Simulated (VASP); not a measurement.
Write the native input for VASP 6.6.1 that does the following.

```yaml
Task: single point
Functional: PBE
Potentials_or_basis: VASP PAW PBE potentials, release 64 (Zr_sv, Hf_pv, S)
Cutoff: 520 eV
k_mesh: 4 × 4 × 4
Occupations: gaussian, width 0.1 eV
Spin: no spin polarisation
Dipole_correction: no
Further_INCAR_settings: ALGO = Normal; EDIFF = 1e-06; NBANDS = 28
```

The structure of HfZrS3 lies in POSCAR:

```
HfZrS3
1.0
    4.7325073100      0.0000000000      0.0000000000
    0.0000000000      4.7325073100      0.0000000000
    0.0000000000      0.0000000000      4.7325073100
Zr Hf S
1 1 3
Direct
    0.5000000000      0.5000000000      0.5000000000
    0.0000000000      0.0000000000      0.0000000000
    0.0000000000      0.5000000000      0.5000000000
    0.5000000000      0.5000000000      0.0000000000
    0.5000000000      0.0000000000      0.5000000000
```

The cell was built from a structure type or drawn by symmetry, and may not be a known phase.

One way to write it, as run:

INCAR

```
  ALGO = Normal
  EDIFF = 1E-6
  ENCUT = 520
  GGA = PE
  ISIF = 2
  ISMEAR = 0
  LASPH = T
  LCHARG = F
  LREAL = F
  LWAVE = F
  NBANDS = 28
  NELM = 60
  PREC = Accurate
  SIGMA = 0.1
```

KPOINTS

```
k-points
0
Gamma
  4 4 4
```

Potentials or basis: VASP PAW PBE potentials, release 64 (Zr_sv, Hf_pv, S).

Run with:

```sh
$ cat potpaw_PBE.64/Zr_sv/POTCAR potpaw_PBE.64/Hf_pv/POTCAR potpaw_PBE.64/S/POTCAR > POTCAR
$ mpirun -np 1 vasp_std > vasp.out
```

It gave:

```yaml
Pressure: 7.6 GPa
Band_gap_on_the_k_mesh: zero (bands 20 and 21 overlap by 1.53 eV)
```

Caveat: the cell stands under pressure; spin-orbit coupling is left out, which moves the levels of the heavy elements.

Wall time 24 s on 1 thread of Intel(R) Xeon(R) Platinum 8488C (Sapphire Rapids), on a shared host, peak memory 0.21 GiB.
